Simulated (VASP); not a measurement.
# Ti3H in VASP: relaxation of the atoms with PBE

Aim: the relaxation of the atoms of Ti3H with PBE.

Program: VASP 6.6.1. These are calculated values, not measurements. Logs are shortened: lines on timing, memory, paths and dates and some standing lists are left out, and cuts for length are marked.

**1. The cell of the first run**

The cell holds a slab with vacuum, 4 atoms: a = 2.819 Å, b = 2.819 Å, c = 19.826 Å, α = 90.00°, β = 90.00°, γ = 109.47°.

**2. Relaxation of the atoms, PBE**

The input, INCAR:

```
PREC     = Accurate       # precision mode
ENCUT    = 520            # plane-wave cutoff, eV
EDIFF    = 1E-7           # SCF threshold, eV
ISMEAR   = 0              # smearing method
SIGMA    = 0.1            # smearing width, eV
LREAL    = F              # projectors in reciprocal space
LASPH    = T              # aspherical terms in the spheres
NELM     = 100            # most SCF steps
ALGO     = Normal         # electronic algorithm
ISIF     = 2              # what is computed and relaxed
LWAVE    = F              # write WAVECAR
LCHARG   = F              # write CHGCAR
LDIPOL   = T            
IDIPOL   = 3            
DIPOL    = 0.5 0.5 0.358
GGA      = PE             # functional
IBRION   = 2              # ionic algorithm
NSW      = 36             # ionic steps
EDIFFG   = -0.025         # ionic threshold
```

The input, KPOINTS:

```
regular mesh
0
Gamma
  10 10 1
```

The input, POSCAR:

```
Ti3H
1.0
    2.8192036097      0.0000000000      0.0000000000
   -0.9397345366      2.6579706533      0.0000000000
    0.0000000000      0.0000000000     19.8263799740
Ti H
3 1
Selective dynamics
Direct
    0.5000000000      0.5000000000      0.2017514042  F F F
    0.0000000000      0.0000000000      0.3111715134  F F F
    0.5000000000      0.5000000000      0.4199647129  F F F
    0.6666666667      1.3333333333      0.4994308811  F F T
```

Potentials or basis: VASP PAW PBE potentials, release 64 (Ti_sv, H).

Command:

```bash
cat potpaw_PBE.64/Ti_sv/POTCAR potpaw_PBE.64/H/POTCAR > POTCAR
mpirun -np 1 vasp_std > vasp.out
```

OUTCAR:

```text
PREC = Accurate
   ENCUT = 520
   EDIFF = 1E-7
   ISMEAR = 0
   LREAL = F
   LASPH = T
   NELM = 100
   ISIF = 2
   GGA = PE
   IBRION = 2
   NSW = 36
   EDIFFG = -0.025

 ion  position               nearest neighbor table
   1  0.500  0.500  0.202-   2 2.71   2 2.71
   2  0.000  0.000  0.311-   3 2.70   3 2.70   1 2.71   1 2.71
   3  0.500  0.500  0.420-   4 1.75   2 2.70   2 2.70
   4  0.667  0.333  0.499-   3 1.75

  LATTYP: Found a base centered orthorhombic cell.
 ALAT       =     3.2553359259
 B/A-ratio  =     1.4142135624
 C/A-ratio  =     6.0904252050

  Lattice vectors:

 A1 = (   2.8192036097,   0.0000000000,   0.0000000000)
 A2 = (  -0.9397345366,   2.6579706533,   0.0000000000)
 A3 = (   0.0000000000,   0.0000000000,  19.8263799740)

Analysis of symmetry for initial positions (statically):
=====================================================================
 Subroutine PRICEL returns:
 Original cell was already a primitive cell.

 Routine SETGRP: Setting up the symmetry group for a
 base centered orthorhombic supercell.

 Subroutine GETGRP returns: Found  2 space group operations
 (whereof  2 operations were pure point group operations)
 out of a pool of  8 trial point group operations.

The static configuration has the point symmetry C_1h.

Analysis of symmetry for dynamics (positions and initial velocities):
=====================================================================
 Subroutine PRICEL returns:
 Original cell was already a primitive cell.

 Routine SETGRP: Setting up the symmetry group for a
 base centered orthorhombic supercell.

 Subroutine GETGRP returns: Found  2 space group operations
 (whereof  2 operations were pure point group operations)
 out of a pool of  8 trial point group operations.

The dynamic configuration has the point symmetry C_1h.

Analysis of constrained symmetry for selective dynamics:
=====================================================================
 Subroutine PRICEL returns:
 Original cell was already a primitive cell.

 Routine SETGRP: Setting up the symmetry group for a
 base centered orthorhombic supercell.

 Subroutine GETGRP returns: Found  2 space group operations
 (whereof  2 operations were pure point group operations)
 out of a pool of  8 trial point group operations.

The constrained configuration has the point symmetry C_1h.

 Subroutine INISYM returns: Found  2 space group operations
 (whereof  2 operations are pure point group operations),
 and found     1 'primitive' translations

----------------------------------------------------------------------------------------

                                     Primitive cell

  volume of cell :     148.5662

  direct lattice vectors                    reciprocal lattice vectors
     2.819203610  0.000000000  0.000000000     0.354710102  0.125408959  0.000000000
    -0.939734537  2.657970653  0.000000000     0.000000000  0.376226878  0.000000000
     0.000000000  0.000000000 19.826379974     0.000000000  0.000000000  0.050437851

  length of vectors
     2.819203610  2.819203610 19.826379974     0.376226878  0.376226878  0.050437851

  position of ions in fractional coordinates (direct lattice)
     0.500000000  0.500000000  0.201751404
     0.000000000  0.000000000  0.311171513
     0.500000000  0.500000000  0.419964713
     0.666666667  0.333333333  0.499430881

  ion indices of the primitive-cell ions
   primitive index   ion index
                 1           1
                 2           2
                 3           3
                 4           4

----------------------------------------------------------------------------------------

 KPOINTS: regular mesh

Automatic generation of k-mesh.
 Grid dimensions read from file:
 generate k-points for:   10   10    1

 Generating k-lattice:

  Cartesian coordinates                     Fractional coordinates (reciprocal lattice)
     0.035471010  0.012540896  0.000000000     0.100000000  0.000000000  0.000000000
     0.000000000  0.037622688  0.000000000     0.000000000  0.100000000  0.000000000
     0.000000000  0.000000000  0.050437851     0.000000000  0.000000000  1.000000000

  Length of vectors
     0.037622688  0.037622688  0.050437851

  Shift w.r.t. Gamma in fractional coordinates (k-lattice)
     0.000000000  0.000000000  0.000000000

 Subroutine IBZKPT returns following result:
 ===========================================

 Found     31 irreducible k-points:

 Following reciprocal coordinates:
            Coordinates               Weight
  0.000000  0.000000  0.000000      1.000000
  0.100000  0.000000  0.000000      4.000000
  0.200000  0.000000  0.000000      4.000000
  0.300000  0.000000  0.000000      4.000000
  0.400000 -0.000000  0.000000      4.000000
  0.500000  0.000000  0.000000      2.000000
[... 16 lines left out ...]
  0.300000  0.300000  0.000000      2.000000
  0.400000  0.300000  0.000000      4.000000
 [... further k-points ...]
   k-points           NKPTS =     31   k-points in BZ     NKDIM =     31   number of bands    NBANDS=     22
   number of dos      NEDOS =    301   number of ions     NIONS =      4
   total plane-waves  NPLWV =  86400
   dimension x,y,z NGX =    24 NGY =   24 NGZ =  150
   dimension x,y,z NGXF=    48 NGYF=   48 NGZF=  300
   ions per type =               3   1
   NGX,Y,Z   is equivalent  to a cutoff of  14.15, 14.15, 12.58 a.u.
   NGXF,Y,Z  is equivalent  to a cutoff of  28.31, 28.31, 25.16 a.u.
 SYSTEM =  unknown system
   PREC   = accura    normal or accurate (medium, high low for compatibility)
   ISTART =      0    job   : 0-new  1-cont  2-samecut
   ICHARG =      2    charge: 1-file 2-atom 10-const
   ISPIN  =      1    spin polarized calculation?
   LNONCOLLINEAR =      F non collinear calculations
   LSORBIT =      F    spin-orbit coupling
   LASPH  =      T    aspherical Exc in radial PAW
   ENCUT  =  520.0 eV  38.22 Ry    6.18 a.u.   5.24  5.24 36.86*2*pi/ulx,y,z
   NELM   =    100;   NELMIN=  2; NELMDL= -5     # of ELM steps
   EDIFF  = 0.1E-06   stopping-criterion for ELM
   LREAL  =      F    real-space projection
   EDIFFG = -.3E-01   stopping-criterion for IOM
   NSW    =     36    number of steps for IOM
   IBRION =      2    ionic relax: 0-MD 1-quasi-New 2-CG
   NFREE  =      1    steps in history (QN), initial steepest desc. (CG)
   ISIF   =      2    stress and relaxation
   ISYM   =      2    0-nonsym 1-usesym 2-fastsym
   POTIM  = 0.5000    time-step for ionic-motion
   TEBEG  =    0.0;   TEEND  =   0.0 temperature during run
   PSTRESS=    0.0 pullay stress
   NELECT =      37.0000    total number of electrons
   NUPDOWN=      -1.0000    fix difference up-down
   EMIN   =  10.00;   EMAX   =-10.00  energy-range for DOS
   EFERMI =   0.00;   METHOD = LEGACY
   ISMEAR =     0;   SIGMA  =   0.10  broadening in eV -4-tet -1-fermi 0-gaus
   EFERMI_NEDOS =   21; number of points for ismear=-14 and -15
   IALGO  =     38    algorithm
   IMIX   =      4    mixing-type and parameters
     AMIX     =   0.40;   BMIX     =  1.00
     AMIX_MAG =   1.60;   BMIX_MAG =  1.00
  volume/ion in A,a.u.               =      37.14       250.64
  Fermi-wavevector in a.u.,A,eV,Ry     =   1.029996  1.946410 14.434299  1.060891
  Thomas-Fermi vector in A             =   2.164071
   LORBIT       =      0    0 simple, 1 ext, 2 COOP (PROOUT), +10 PAW based schemes
   GGA     = PE    functional components
   LHFCALC =     F    Hartree Fock is set to
   AEXX    =    0.0000 exact exchange contribution
   IVDW    =     0    specifies the selected vdW correction
   LEPSILON=     F    determine dielectric tensor
   LRPA    =     F    only Hartree local field effects (RPA)
 conjugate gradient relaxation of ions
 non-spin polarized calculation
 Gauss-broadening in eV      SIGMA  =   0.10
  energy-cutoff  :      520.00
  volume of cell :      148.57
 maximum number of plane-waves:      4027
 NGX is ok and might be reduce to    24
   NGX = 11   NGY = 11   NGZ = 73

 dipolmoment           0.000000      0.000000     -0.147340 electrons x Angstroem

--------------------------------------- Ionic step        1  -------------------------------------------

 number of electron      36.9999993 magnetization

 Free energy of the ion-electron system (eV)
  ---------------------------------------------------
  ext. energy  EPLUGINS =         0.00000000
  ---------------------------------------------------
  free energy    TOTEN  =       -24.91353439 eV

  energy without entropy =      -24.87029478  energy(sigma->0) =      -24.89191459

------------------------ aborting loop because EDIFF is reached ----------------------------------------

  FORCE on cell =-STRESS in cart. coord.  units (eV):
  Direction    XX          YY          ZZ          XY          YZ          ZX
  --------------------------------------------------------------------------------------
  -------------------------------------------------------------------------------------
  Total        0.0578035     -0.1057837      0.3786274     -0.2313473     -1.1462991      1.6211143
  in kB        0.6233685     -1.1407994      4.0832182     -2.4949101    -12.3619925     17.4825251
  external PRESSURE =       1.1885958 kB  Pullay stress =       0.0000000 kB
[... 61 lines left out ...]
  energy  without entropy=      -24.8705917582  energy(sigma->0) =      -24.89220888

--------------------------------------- Ionic step        3  -------------------------------------------

 number of electron      36.9999993 magnetization

 dipolmoment           0.000000      0.000000      0.074463 electrons x Angstroem

 Free energy of the ion-electron system (eV)
  ---------------------------------------------------
  ext. energy  EPLUGINS =         0.00000000
  ---------------------------------------------------
  free energy    TOTEN  =       -24.91400384 eV

  energy without entropy =      -24.87078636  energy(sigma->0) =      -24.89239510

 E-fermi :  -0.4085     XC(G=0):  -5.1315

 val. band max:       -0.4176717999   @ k =   0.0000   0.0000   0.0000
 cond. band min:      -0.4072075941   @ k =  -0.4000   0.3000   0.0000
 fundamental gap:      0.0104642058
 Fermi energy:        -0.4085125102

 k-point     1 :       0.0000    0.0000    0.0000
  band No.  band energies     occupation
      1     -57.0555      2.00000
      2     -57.0397      2.00000
      3     -56.6203      2.00000
      4     -33.5109      2.00000
      5     -33.3487      2.00000
      6     -33.1146      2.00000
[... 574 lines left out ...]
      6     -33.3767      2.00000
[... 14 lines left out ...]
     21       0.3730      0.00000
     22       0.7494      0.00000

 [... further k-points ...]

------------------------ aborting loop because EDIFF is reached ----------------------------------------

 vacuum level on the upper side and lower side of the slab       (xc-potential included)         0.744        -1.070

  FORCE on cell =-STRESS in cart. coord.  units (eV):
  Direction    XX          YY          ZZ          XY          YZ          ZX
  --------------------------------------------------------------------------------------
  -------------------------------------------------------------------------------------
  Total        0.0810922     -0.0952868      0.5292873     -0.2494377     -1.1800798      1.6688876
  in kB        0.8745202     -1.0275984      5.7079746     -2.6900020    -12.7262927     17.9977253
  external PRESSURE =       1.8516321 kB  Pullay stress =       0.0000000 kB

 VOLUME and BASIS-vectors are now :
 -----------------------------------------------------------------------------
  energy-cutoff  :      520.00
  volume of cell :      148.57
      direct lattice vectors                 reciprocal lattice vectors
     2.819203610  0.000000000  0.000000000     0.354710102  0.125408959  0.000000000
    -0.939734537  2.657970653  0.000000000     0.000000000  0.376226878  0.000000000
     0.000000000  0.000000000 19.826379974     0.000000000  0.000000000  0.050437851
[... 10 lines left out ...]
  FREE ENERGIE OF THE ION-ELECTRON SYSTEM (eV)
  ---------------------------------------------------
  free  energy   TOTEN  =       -24.9140038428 eV

  energy  without entropy=      -24.8707863554  energy(sigma->0) =      -24.89239510

 reached required accuracy - stopping structural energy minimisation

 vacuum level on the upper side and lower side of the slab         5.568         3.705
```

Wall time 7 min (1 thread of Oxide Virtual Turin-like, shared host); peak memory 0.3 GiB.

Results:

```
Free energy               : -24.9140 eV
Energy gained by relaxing : 0.1 meV/atom
Ionic steps               : 3
Band gap on the k mesh    : zero (an odd number of electrons rules out a gap without spin polarisation)
```

Step by step:
```tsv
step	energy change (eV)	largest force on free atoms (eV/Å)	pressure (GPa)
1	0.0000	0.0864	0.12
2	-0.0003	0.0540	0.14
3	-0.0005	0.0079	0.19
```

Final structure:
```
Ti H
1.0
     2.81920    0.00000    0.00000
    -0.93973    2.65797    0.00000
     0.00000    0.00000   19.82638
Ti H
3 1
Direct
  0.50000 0.50000 0.20175
  0.00000 0.00000 0.31117
  0.50000 0.50000 0.41996
  0.66667 0.33333 0.49883
```
